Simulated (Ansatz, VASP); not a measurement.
**Two plane-wave programs on ZnO**

Contents of INCAR:

```
  ALGO = Normal
  EDIFF = 1E-6
  ENCUT = 520
  GGA = CA
  ISIF = 2
  ISMEAR = 0
  LASPH = T
  LCHARG = T
  LELF = T
  LREAL = F
  LVHAR = T
  LWAVE = F
  NBANDS = 26
  NELM = 80
  PREC = Accurate
  SIGMA = 0.05
```

Contents of KPOINTS:

```
k-points
0
Gamma
  9 9 4
```

Contents of POSCAR:

```
ZnO
1.0
    3.2879671587      0.0000000000      0.0000000000
   -1.6439835793      2.8474630862      0.0000000000
    0.0000000000      0.0000000000      6.9165281095
Zn O
2 2
Direct
    0.0000000000      0.0000000000      0.7500000000
    0.0000000000      0.0000000000      0.2500000000
    0.3333333333      0.6666666667      0.2500000000
    0.6666666667      0.3333333333      0.7500000000
```

Input for Ansatz:

```yaml
crystal:
  lattice:
    - [3.2879671587, 0.0, 0.0]
    - [-1.6439835793, 2.8474630862, 0.0]
    - [0.0, 0.0, 6.9165281095]
  atoms:
    - { symbol: Zn, position: [0.0, 0.0, 0.75] }
    - { symbol: Zn, position: [0.0, 0.0, 0.25] }
    - { symbol: O, position: [0.3333333333, 0.6666666667, 0.25] }
    - { symbol: O, position: [0.6666666667, 0.3333333333, 0.75] }
basis:
  ecutwfc: 420
kpoints:
  mp_grid: { grid: [9, 9, 4] }
hamiltonian:
  xc: lda
scf:
  occupations: { method: gaussian, width: 0.05 }
output:
  forces: true
  stress: true
  eigenvalues: true
```

Change from the starting cell: strain +0.000 along x and y, -0.030 along z, atoms carried along.

Alike in both runs: task single point; functional LDA; k mesh 9 × 9 × 4; occupations gaussian, width 0.05 eV; no spin polarisation.

|  | VASP | Ansatz |
| --- | --- | --- |
| version | VASP 6.6.1 | Ansatz 0.2.0 |
| potentials or method | VASP PAW LDA potentials, release 64 (Zn, O), cutoff 520 eV | scalar-relativistic, plane waves, PAW |
| valence electrons in the cell | 36 | 36 |

|  | VASP | Ansatz | Ansatz less VASP |
| --- | --- | --- | --- |
| gap on the k mesh at the Fermi level (eV) | 0.72 | 0.71 | -0.013 |
| least direct gap on the mesh (eV) | 0.72 | 0.71 | -0.013 |
| pressure (GPa) | -7.6 | -8.4 | -0.76 |
| traceless stress, the component that is largest in VASP (GPa) | 5.70 | 6.56 | +0.862 |

LDA's correlation is that of Perdew and Zunger in VASP and of Perdew and Wang (1992) in Ansatz.
